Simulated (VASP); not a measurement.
A run of VASP 6.6.1 is set up as follows.

Contents of INCAR:

```
PREC = Accurate
ENCUT = 520
EDIFF = 1E-6
ISMEAR = 0
SIGMA = 0.15
LREAL = False
LASPH = True
NELM = 60
ALGO = Fast
ISIF = 2
LWAVE = False
LCHARG = False
GGA = PS
NBANDS = 25
```

KPOINTS

```
Automatic mesh
0
Gamma
  12 12 14
```

Contents of POSCAR:

```
Ti
1.0
    4.4878000000      0.0000000000      0.0000000000
   -2.2439000000      3.8865488071      0.0000000000
    0.0000000000      0.0000000000      2.8823000000
Ti
3
Direct
    0.0000000000      0.0000000000      0.0000000000
    0.3333333333      0.6666666667      0.5000000000
    0.6666666667      0.3333333333      0.5000000000
```

Potentials or basis: VASP PAW PBE potentials, release 64 (Ti_sv).

Launch:

```bash
$ cat potpaw_PBE.64/Ti_sv/POTCAR > POTCAR
$ mpirun -np 1 vasp_std > vasp.out
```

Predict the band gap on the k mesh.

zero (band 18 reaches 8.80 eV, above the bottom of band 19 at 8.37 eV).

Predict the pressure.

-2.4 GPa.

Stress tensor (GPa, compression positive):
```
-0.29  0.00  0.00
 0.00 -0.29  0.00
 0.00  0.00 -6.76
```

Caveat: the PAW data sets were made with another functional, which shifts forces and pressure a little.
